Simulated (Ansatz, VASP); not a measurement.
W in VASP and in Ansatz

Contents of INCAR:

```
ALGO     = Normal         # electronic algorithm
EDIFF    = 1E-7           # SCF threshold, eV
ENCUT    = 520            # plane-wave cutoff, eV
GGA      = RP             # functional
ISIF     = 2              # what is computed and relaxed
ISMEAR   = -1             # smearing method
LASPH    = T              # aspherical terms in the spheres
LCHARG   = T              # write CHGCAR
LELF     = T              # ELF
LREAL    = F              # projectors in reciprocal space
LVHAR    = T            
LWAVE    = F              # write WAVECAR
NBANDS   = 36             # bands
NELM     = 60             # most SCF steps
PREC     = Accurate       # precision mode
SIGMA    = 0.1            # smearing width, eV
```

The input KPOINTS:

```
k-points
0
Gamma
  15 15 4
```

POSCAR

```
W
1.0
    2.7590189547      0.0000000000      0.0000000000
   -1.3795094774      2.3893805043      0.0000000000
    0.0000000000      0.0000000000      9.7349519745
W
4
Direct
    1.0000000000      1.0000000000      1.0000000000
    1.0000000000      1.0000000000      0.5000000000
    0.3333333333      0.6666666667      0.2500000000
    0.6666666667      0.3333333333      0.7500000000
```

Input for Ansatz:

```yaml
crystal:
  lattice:
    - [2.7590189547, 0.0, 0.0]
    - [-1.3795094774, 2.3893805043, 0.0]
    - [0.0, 0.0, 9.7349519745]
  atoms:
    - { symbol: W, position: [1.0, 1.0, 1.0] }
    - { symbol: W, position: [1.0, 1.0, 0.5] }
    - { symbol: W, position: [0.3333333333, 0.6666666667, 0.25] }
    - { symbol: W, position: [0.6666666667, 0.3333333333, 0.75] }
hamiltonian:
  xc: rpbe
  pseudopotentials:
    kind: paw
    azcp:
      W: "pseudopotentials/W.paw.azcp"
basis:
  ecutwfc: 420
  fft_grid_basis: typed
kpoints:
  mp_grid: { grid: [15, 15, 4], shift: [0, 0, 0] }
magnetization:
  spin_polarized: false
scf:
  occupations: { method: fermi_dirac, width: 0.1 }
  lower_state_search: "off"
output:
  stress: true
```

Alike in both runs: task single point; functional RPBE; k mesh 15 × 15 × 4; occupations fermi-dirac, width 0.1 eV; no spin polarisation.

|  | VASP | Ansatz |
| --- | --- | --- |
| version | VASP 6.6.1 | Ansatz 0.2.0 |
| potentials or method | VASP PAW PBE potentials, release 64 (W_sv), cutoff 520 eV | plane waves (420 eV) with PAW, scalar-relativistic |
| valence electrons in the cell | 56 | 56 |

Ansatz gave:

```
pressure (GPa)                                                : 12.1
traceless stress, the component that is largest in VASP (GPa) : -1.85
```

Task: Which values does VASP return?

Result: Pressure (GPa): 12.7; traceless stress, the component that is largest in VASP (GPa): -1.95.

VASP's potentials were made for PBE, not for RPBE.

Spin-orbit coupling is off throughout.
